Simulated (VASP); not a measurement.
Input of a VASP 6.6.1 run:

File INCAR:

```
PREC     = Accurate       # precision mode
ENCUT    = 520            # plane-wave cutoff, eV
EDIFF    = 1E-6           # SCF threshold, eV
ISMEAR   = 0              # smearing method
SIGMA    = 0.15           # smearing width, eV
LREAL    = False          # projectors in reciprocal space
LASPH    = True           # aspherical terms in the spheres
NELM     = 60             # most SCF steps
ALGO     = Fast           # electronic algorithm
ISIF     = 2              # what is computed and relaxed
LWAVE    = False          # write WAVECAR
LCHARG   = False          # write CHGCAR
NBANDS   = 11             # bands
```

File KPOINTS:

```
regular mesh
0
Gamma
  22 22 22
```

The input POSCAR:

```
Pt
1.0
    0.0000000000      2.2139493597      1.6257030149
    2.2139493597      0.0000000000      1.6257030149
    2.2139493597      2.2139493597      0.0000000000
Pt
1
Direct
    0.0000000000      0.0000000000      0.0000000000
```

Potentials or basis: VASP PAW LDA potentials, release 64 (Pt).

Run with:

```console
$ cat potpaw_LDA.64/Pt/POTCAR > POTCAR
$ mpirun -np 1 vasp_std > vasp.out
```

Task: Estimate the pressure.

Result: -15.8 GPa.

Task: Estimate the band gap on the k mesh.

Result: Zero (band 5 reaches 10.95 eV, above the bottom of band 6 at 8.81 eV).

Stress tensor (GPa, compression positive):
```
-16.92   0.00   0.00
  0.00 -16.92   0.00
  0.00   0.00 -13.62
```

Caveat: spin-orbit coupling is left out, which moves the levels of the heavy elements.
